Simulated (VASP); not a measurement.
# RuC5 (P6/mmm) in VASP: further runs

The runs below take RuC5 through single point, relaxation of cell and atoms, with PBE.

Program: VASP 6.6.1. These are calculated values, not measurements. Logs are shortened: lines on timing, memory, paths and dates and some standing lists are left out, and cuts for length are marked.

### Step 1. The cell of the first run

The structure is hexagonal, space group P6/mmm (No. 191). Conventional cell: a = 4.805 Å, b = 4.805 Å, c = 4.649 Å, α = 90.00°, β = 90.00°, γ = 120.00°. Ru (site symmetry 6/mmm) has 12 C at 2.40 to 2.77 Å within 3.2 Å. Within 1.9 Å of C (site symmetry mmm) lie 2 C at 1.39 Å. Within 1.9 Å of C (site symmetry -6m2) lie 3 C at 1.39 Å.

### Step 2. Single point, PBE

Contents of INCAR:

```
SYSTEM = RuC5
ALGO = Normal
EDIFF = 1E-6
ENCUT = 520
GGA = PE
ISIF = 2
ISMEAR = 0
LASPH = .TRUE.
LCHARG = .TRUE.
LELF = .TRUE.
LREAL = .FALSE.
LVHAR = .TRUE.
LWAVE = .FALSE.
NBANDS = 26
NELM = 60
PREC = Accurate
SIGMA = 0.1
```

Contents of KPOINTS:

```
k-points
0
G
  6 6 4
  0 0 0
```

Contents of POSCAR:

```
RuC5
1.0
    4.8045398800      0.0000000000      0.0000000000
   -2.4022699400      4.1608535900      0.0000000000
    0.0000000000      0.0000000000      4.6494888900
Ru C
1 5
Direct
    0.0000000000      0.0000000000      0.0000000000
    0.5000000000      0.0000000000      0.0000000000
    0.0000000000      0.5000000000      0.0000000000
    0.5000000000      0.5000000000      0.0000000000
    0.3333333300      0.6666666700      0.0000000000
    0.6666666700      0.3333333300      0.0000000000
```

Potentials or basis: VASP PAW PBE potentials, release 64 (Ru_pv, C).

Launch:

```sh
$ cat potpaw_PBE.64/Ru_pv/POTCAR potpaw_PBE.64/C/POTCAR > POTCAR
$ mpirun -np 1 vasp_std > vasp.out
```

OUTCAR:

```text
SYSTEM = RuC5
   EDIFF = 1E-6
   ENCUT = 520
   GGA = PE
   ISIF = 2
   ISMEAR = 0
   LASPH = .TRUE.
   LREAL = .FALSE.
   NELM = 60
   PREC = Accurate

 ion  position               nearest neighbor table
   1  0.000  0.000  0.000-   2 2.40   2 2.40   4 2.40   3 2.40   3 2.40   4 2.40
   2  0.500  0.000  0.000-   5 1.39   6 1.39   1 2.40   1 2.40
   3  0.000  0.500  0.000-   5 1.39   6 1.39   1 2.40   1 2.40
   4  0.500  0.500  0.000-   5 1.39   6 1.39   1 2.40   1 2.40
   5  0.333  0.667  0.000-   3 1.39   2 1.39   4 1.39
   6  0.667  0.333  0.000-   3 1.39   2 1.39   4 1.39

  LATTYP: Found a hexagonal cell.
 ALAT       =     4.8045398800
 C/A-ratio  =     0.9677282333

  Lattice vectors:

 A1 = (   4.8045398800,   0.0000000000,   0.0000000000)
 A2 = (  -2.4022699400,   4.1608535900,   0.0000000000)
 A3 = (   0.0000000000,   0.0000000000,   4.6494888900)

Analysis of symmetry for initial positions (statically):
=====================================================================
 Subroutine PRICEL returns:
 Original cell was already a primitive cell.

 Routine SETGRP: Setting up the symmetry group for a
 hexagonal supercell.

 Subroutine GETGRP returns: Found 24 space group operations
 (whereof 24 operations were pure point group operations)
 out of a pool of 24 trial point group operations.

The static configuration has the point symmetry D_6h.

Analysis of symmetry for dynamics (positions and initial velocities):
=====================================================================
 Subroutine PRICEL returns:
 Original cell was already a primitive cell.

 Routine SETGRP: Setting up the symmetry group for a
 hexagonal supercell.

 Subroutine GETGRP returns: Found 24 space group operations
 (whereof 24 operations were pure point group operations)
 out of a pool of 24 trial point group operations.

The dynamic configuration has the point symmetry D_6h.

 Subroutine INISYM returns: Found 24 space group operations
 (whereof 24 operations are pure point group operations),
 and found     1 'primitive' translations

----------------------------------------------------------------------------------------

                                     Primitive cell

  volume of cell :      92.9479

  direct lattice vectors                    reciprocal lattice vectors
     4.804539880  0.000000000  0.000000000     0.208136476  0.120167651  0.000000000
    -2.402269940  4.160853590  0.000000000     0.000000000  0.240335301  0.000000000
     0.000000000  0.000000000  4.649488890     0.000000000  0.000000000  0.215077404

  length of vectors
     4.804539880  4.804539880  4.649488890     0.240335301  0.240335301  0.215077404

  position of ions in fractional coordinates (direct lattice)
     0.000000000  0.000000000  0.000000000
     0.500000000  0.000000000  0.000000000
     0.000000000  0.500000000  0.000000000
     0.500000000  0.500000000  0.000000000
     0.333333330  0.666666670  0.000000000
     0.666666670  0.333333330  0.000000000

  ion indices of the primitive-cell ions
   primitive index   ion index
                 1           1
                 2           2
                 3           3
                 4           4
                 5           5
                 6           6

----------------------------------------------------------------------------------------

 KPOINTS: k-points

Automatic generation of k-mesh.
 Grid dimensions read from file:
 generate k-points for:    6    6    4

 Generating k-lattice:

  Cartesian coordinates                     Fractional coordinates (reciprocal lattice)
     0.034689413  0.020027942  0.000000000     0.166666667  0.000000000  0.000000000
     0.000000000  0.040055884  0.000000000     0.000000000  0.166666667  0.000000000
     0.000000000  0.000000000  0.053769351     0.000000000  0.000000000  0.250000000

  Length of vectors
     0.040055884  0.040055884  0.053769351

  Shift w.r.t. Gamma in fractional coordinates (k-lattice)
     0.000000000  0.000000000  0.000000000

 Subroutine IBZKPT returns following result:
 ===========================================

 Found     21 irreducible k-points:

 Following reciprocal coordinates:
            Coordinates               Weight
  0.000000  0.000000  0.000000      1.000000
  0.166667  0.000000  0.000000      6.000000
  0.333333 -0.000000  0.000000      6.000000
  0.500000 -0.000000  0.000000      3.000000
  0.166667  0.166667  0.000000      6.000000
  0.333333  0.166667  0.000000     12.000000
[... 13 lines left out ...]
  0.333333  0.166667  0.500000     12.000000
  0.333333  0.333333  0.500000      2.000000
   k-points           NKPTS =     21   k-points in BZ     NKDIM =     21   number of bands    NBANDS=     26
   number of dos      NEDOS =    301   number of ions     NIONS =      6
   total plane-waves  NPLWV =  46656
   dimension x,y,z NGX =    36 NGY =   36 NGZ =   36
   dimension x,y,z NGXF=    72 NGYF=   72 NGZF=   72
   ions per type =               1   5
   NGX,Y,Z   is equivalent  to a cutoff of  12.46, 12.46, 12.87 a.u.
   NGXF,Y,Z  is equivalent  to a cutoff of  24.91, 24.91, 25.74 a.u.
 SYSTEM =  RuC5
   PREC   = accura    normal or accurate (medium, high low for compatibility)
   ISTART =      0    job   : 0-new  1-cont  2-samecut
   ICHARG =      2    charge: 1-file 2-atom 10-const
   ISPIN  =      1    spin polarized calculation?
   LNONCOLLINEAR =      F non collinear calculations
   LSORBIT =      F    spin-orbit coupling
   LASPH  =      T    aspherical Exc in radial PAW
   ENCUT  =  520.0 eV  38.22 Ry    6.18 a.u.   8.93  8.93  8.64*2*pi/ulx,y,z
   NELM   =     60;   NELMIN=  2; NELMDL= -5     # of ELM steps
   EDIFF  = 0.1E-05   stopping-criterion for ELM
   LREAL  =      F    real-space projection
   EDIFFG = 0.1E-04   stopping-criterion for IOM
   NSW    =      0    number of steps for IOM
   IBRION =     -1    ionic relax: 0-MD 1-quasi-New 2-CG
   NFREE  =      0    steps in history (QN), initial steepest desc. (CG)
   ISIF   =      2    stress and relaxation
   ISYM   =      2    0-nonsym 1-usesym 2-fastsym
   POTIM  = 0.5000    time-step for ionic-motion
   TEBEG  =    0.0;   TEEND  =   0.0 temperature during run
   PSTRESS=    0.0 pullay stress
   NELECT =      34.0000    total number of electrons
   NUPDOWN=      -1.0000    fix difference up-down
   EMIN   =  10.00;   EMAX   =-10.00  energy-range for DOS
   EFERMI =   0.00;   METHOD = LEGACY
   ISMEAR =     0;   SIGMA  =   0.10  broadening in eV -4-tet -1-fermi 0-gaus
   EFERMI_NEDOS =   21; number of points for ismear=-14 and -15
   IALGO  =     38    algorithm
   IMIX   =      4    mixing-type and parameters
     AMIX     =   0.40;   BMIX     =  1.00
     AMIX_MAG =   1.60;   BMIX_MAG =  1.00
  volume/ion in A,a.u.               =      15.49       104.54
  Fermi-wavevector in a.u.,A,eV,Ry     =   1.170814  2.212518 18.650947  1.370806
  Thomas-Fermi vector in A             =   2.307267
   LORBIT       =      0    0 simple, 1 ext, 2 COOP (PROOUT), +10 PAW based schemes
   GGA     = PE    functional components
   LHFCALC =     F    Hartree Fock is set to
   AEXX    =    0.0000 exact exchange contribution
   IVDW    =     0    specifies the selected vdW correction
   LEPSILON=     F    determine dielectric tensor
   LRPA    =     F    only Hartree local field effects (RPA)
 non-spin polarized calculation
 Gauss-broadening in eV      SIGMA  =   0.10
  energy-cutoff  :      520.00
  volume of cell :       92.95
 maximum number of plane-waves:      2523
 NGX is ok and might be reduce to    36
   NGX = 17   NGY = 17   NGZ = 17

 number of electron      34.0000005 magnetization

 Free energy of the ion-electron system (eV)
  ---------------------------------------------------
  ext. energy  EPLUGINS =         0.00000000
  ---------------------------------------------------
  free energy    TOTEN  =       -45.46922713 eV

  energy without entropy =      -45.45751934  energy(sigma->0) =      -45.46337324

 E-fermi :   2.2822     XC(G=0):  -8.4629

 val. band max:        2.2274856851   @ k =   0.5000  -0.0000   0.0000
 cond. band min:       2.2918181257   @ k =   0.1667   0.0000   0.0000
 fundamental gap:      0.0643324406
 Fermi energy:         2.2821728423

 k-point     1 :       0.0000    0.0000    0.0000
  band No.  band energies     occupation
      1     -39.8947      2.00000
      2     -39.8947      2.00000
      3     -39.2413      2.00000
      4     -15.8374      2.00000
      5     -12.6131      2.00000
      6     -10.2531      2.00000
[... 18 lines left out ...]
     25      11.3254      0.00000
     26      11.3254      0.00000

 k-point     2 :       0.1667    0.0000    0.0000
  band No.  band energies     occupation
      1     -39.8950      2.00000
      2     -39.8948      2.00000
      3     -39.2413      2.00000
      4     -15.7027      2.00000
      5     -13.0447      2.00000
      6     -10.2755      2.00000
[... 18 lines left out ...]
     25      10.5208      0.00000
     26      11.1951      0.00000

 k-point     3 :       0.3333   -0.0000    0.0000
  band No.  band energies     occupation
      1     -39.8956      2.00000
      2     -39.8949      2.00000
      3     -39.2413      2.00000
      4     -15.3359      2.00000
      5     -13.7869      2.00000
      6     -10.3164      2.00000
[... 18 lines left out ...]
     25       9.2200      0.00000
     26      10.6361      0.00000

 k-point     4 :       0.5000   -0.0000    0.0000
  band No.  band energies     occupation
      1     -39.8959      2.00000
      2     -39.8950      2.00000
      3     -39.2412      2.00000
      4     -14.9984      2.00000
      5     -14.2595      2.00000
      6     -10.3353      2.00000
[... 18 lines left out ...]
     25       9.4998      0.00000
     26      10.3110      0.00000
[... 409 lines left out ...]
      1     -39.8954      2.00000
      2     -39.8949      2.00000
      3     -39.2417      2.00000
      4     -15.4359      2.00000
      5     -13.5765      2.00000
      6     -10.3813      2.00000
[... 18 lines left out ...]
     25      10.9181      0.00000
     26      11.4872      0.00000

 k-point    20 :       0.3333    0.1667    0.5000
  band No.  band energies     occupation
      1     -39.8957      2.00000
      2     -39.8951      2.00000
      3     -39.2417      2.00000
      4     -15.0188      2.00000
      5     -14.1869      2.00000
      6     -10.5325      2.00000
[... 18 lines left out ...]
     25       9.9748      0.00000
     26      10.1409      0.00000

 k-point    21 :       0.3333    0.3333    0.5000
  band No.  band energies     occupation
      1     -39.8955      2.00000
      2     -39.8955      2.00000
      3     -39.2417      2.00000
      4     -14.6162      2.00000
      5     -14.6162      2.00000
      6     -10.7157      2.00000
[... 18 lines left out ...]
     25      10.0211      0.00000
     26      10.0211      0.00000

------------------------ aborting loop because EDIFF is reached ----------------------------------------

  FORCE on cell =-STRESS in cart. coord.  units (eV):
  Direction    XX          YY          ZZ          XY          YZ          ZX
  --------------------------------------------------------------------------------------
  -------------------------------------------------------------------------------------
  Total       -2.0608382     -2.0608382     -0.9443507      0.0000000      0.0000000      0.0000000
  in kB      -35.5234411    -35.5234411    -16.2781278      0.0000000      0.0000000      0.0000000
  external PRESSURE =     -29.1083366 kB  Pullay stress =       0.0000000 kB

 VOLUME and BASIS-vectors are now :
 -----------------------------------------------------------------------------
  energy-cutoff  :      520.00
  volume of cell :       92.95
      direct lattice vectors                 reciprocal lattice vectors
     4.804539880  0.000000000  0.000000000     0.208136476  0.120167651  0.000000000
    -2.402269940  4.160853590  0.000000000     0.000000000  0.240335301  0.000000000
     0.000000000  0.000000000  4.649488890     0.000000000  0.000000000  0.215077404

 POSITION                                       TOTAL-FORCE (eV/Angst)
 -----------------------------------------------------------------------------------
      0.00000      0.00000      0.00000        -0.000000      0.000000     -0.000000
      2.40227      0.00000      0.00000        -0.000000      0.000000     -0.000000
     -1.20113      2.08043      0.00000        -0.000000      0.000000     -0.000000
      1.20113      2.08043      0.00000        -0.000000      0.000000     -0.000000
     -0.00000      2.77390      0.00000         0.000000      0.000000      0.000000
      2.40227      1.38695      0.00000         0.000000      0.000000     -0.000000
 -----------------------------------------------------------------------------------
    total drift:                                0.000000      0.000000     -0.000000

  FREE ENERGIE OF THE ION-ELECTRON SYSTEM (eV)
  ---------------------------------------------------
  free  energy   TOTEN  =       -45.4692271262 eV

  energy  without entropy=      -45.4575193449  energy(sigma->0) =      -45.46337324
```

Wall time 28 s (1 thread of Intel Xeon 6975P-C (Granite Rapids), shared host); peak memory 0.21 GiB.

Results:

```
Free energy            : -45.4692 eV
Pressure               : -2.9 GPa
Band gap on the k mesh : zero (band 17 reaches 2.42 eV, above the bottom of band 18 at 1.93 eV)
```

Levels at points of the mesh, in eV from the Fermi level:
| k point | band 13 | band 14 | band 15 | band 16 | band 17 | band 18 | band 19 | band 20 | band 21 | band 22 |
| --- | --- | --- | --- | --- | --- | --- | --- | --- | --- | --- |
| (0.00, 0.00, 0.00) | -1.03 | -0.78 | -0.69 | -0.69 | -0.35 | -0.35 | 0.01 | 0.01 | 1.00 | 2.33 |
| (0.50, 0.00, 0.00) | -2.50 | -1.44 | -1.34 | -0.60 | -0.05 | 0.23 | 1.01 | 3.72 | 4.43 | 4.60 |
| (0.00, 0.00, 0.50) | -1.00 | -0.78 | -0.78 | -0.35 | -0.35 | -0.33 | -0.17 | -0.17 | 2.05 | 2.33 |
| (0.50, 0.00, 0.50) | -2.50 | -1.62 | -1.32 | -0.30 | -0.10 | 0.69 | 0.93 | 2.79 | 4.44 | 5.37 |

(Part 1 of 2 ends here.)
